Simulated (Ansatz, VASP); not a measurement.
## RbHfC4: VASP beside Ansatz

INCAR

```
SYSTEM = RbHfC4
ALGO = Normal
EDIFF = 1E-6
EDIFFG = -0.04
ENCUT = 600
GGA = PE
IBRION = 2
ISIF = 3
ISMEAR = 0
LASPH = .TRUE.
LCHARG = .FALSE.
LREAL = .FALSE.
LWAVE = .FALSE.
NELM = 100
NSW = 90
PREC = Accurate
SIGMA = 0.1
```

Contents of KPOINTS:

```
k-points
0
G
  4 4 4
  0 0 0
```

The input POSCAR:

```
RbHfC4
1.0
    0.0000000000      3.8418338500      3.8418338500
    3.8418338500      0.0000000000      3.8418338500
    3.8418338500      3.8418338500      0.0000000000
Rb Hf C
1 1 4
Direct
    0.0000000000      0.0000000000      0.0000000000
    0.2500000000      0.2500000000      0.2500000000
    0.4366363500      0.4366363500      0.4366363500
    0.4366363500      0.4366363500      0.6900909400
    0.4366363500      0.6900909400      0.4366363500
    0.6900909400      0.4366363500      0.4366363500
```

Input for Ansatz:

```yaml
crystal:
  lattice:
    - [0.0, 3.84183385, 3.84183385]
    - [3.84183385, 0.0, 3.84183385]
    - [3.84183385, 3.84183385, 0.0]
  atoms:
    - { symbol: Rb, position: [0.0, 0.0, 0.0] }
    - { symbol: Hf, position: [0.25, 0.25, 0.25] }
    - { symbol: C, position: [0.43663635, 0.43663635, 0.43663635] }
    - { symbol: C, position: [0.43663635, 0.43663635, 0.69009094] }
    - { symbol: C, position: [0.43663635, 0.69009094, 0.43663635] }
    - { symbol: C, position: [0.69009094, 0.43663635, 0.43663635] }
basis:
  ecutwfc: 420
kpoints:
  mp_grid: { grid: [4, 4, 4] }
hamiltonian:
  xc: pbe
scf:
  occupations: { method: gaussian, width: 0.1 }
  lower_state_search: "off"
output:
  forces: true
  stress: true
  eigenvalues: true
relax:
  adjacent_minimum: "off"
  f_tol: 0.04
  max_steps: 70
  cell: { stress_tol: 0.4 }
```

Alike in both runs: task relaxation of cell and atoms; functional PBE; k mesh 4 × 4 × 4; occupations gaussian, width 0.1 eV; no spin polarisation.

```csv
,VASP,Ansatz
version,VASP 6.6.1,Ansatz 0.2.0
potentials or method,"VASP PAW PBE potentials, release 64 (Rb_sv, Hf_pv, C), cutoff 600 eV","scalar-relativistic, plane waves, PAW"
valence electrons in the cell,35,51
```

```csv
,VASP,Ansatz,Ansatz less VASP
"gap on the k mesh at the Fermi level, each at its own relaxed structure (eV)",none,none,-
relaxed volume (Å³/atom),16.50,16.48,-0.017
relaxed cell length with the largest relative difference (Å),5.193,5.191,-0.0018
```

A gap of «none» marks a metal or a gap that the smearing closes. VASP's potentials hold 35 valence electrons a cell and Ansatz's 51, so a difference there can come from the potentials and not from the codes.

Spin-orbit coupling is off throughout.
